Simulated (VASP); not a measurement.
CsH, 4 atoms in the cell. Symmetry: Cmcm, No. 63, orthorhombic system. Conventional cell: a = 3.905 Å, b = 11.497 Å, c = 5.015 Å, α = 90.00°, β = 90.00°, γ = 90.00°. Within 4.1 Å of Cs (site symmetry m2m) lie 7 H at 3.09 to 3.30 Å and 4 Cs at 3.74 to 3.90 Å. H (site symmetry m2m) has 7 Cs at 3.09 to 3.30 Å and 4 H at 3.57 to 3.90 Å within 4.1 Å. 

* Program: VASP 6.6.1
* Task: single point
* Functional: r2SCAN
* Dispersion: rVV10
* Potentials or basis: VASP PAW PBE potentials, release 64 (Cs_sv, H)
* Cutoff: 520 eV
* k mesh: 8 × 8 × 6
* Occupations: fermi-dirac, width 0.03 eV
* Spin: no spin polarisation
* Dipole correction: no
* Further INCAR settings: ALGO = Normal; EDIFF = 1e-06; NBANDS = 18

Potentials or basis: VASP PAW PBE potentials, release 64 (Cs_sv, H).

Launch:

```bash
$ cat potpaw_PBE.64/Cs_sv/POTCAR potpaw_PBE.64/H/POTCAR > POTCAR
$ cp INCAR.step1 INCAR
$ mpirun -np 1 vasp_std > vasp.out
$ cp INCAR.step2 INCAR
$ mpirun -np 1 vasp_std > vasp.out
```

Hardware: 1 thread of Intel(R) Xeon(R) Platinum 8375C CPU @ 2.90GHz (Ice Lake), on a shared host.

Estimate the wall time of this run.

Run time: 12 min on 1 thread of Intel(R) Xeon(R) Platinum 8375C CPU @ 2.90GHz (Ice Lake) (shared host), peak memory 0.72 GiB. Counts: k points 84.
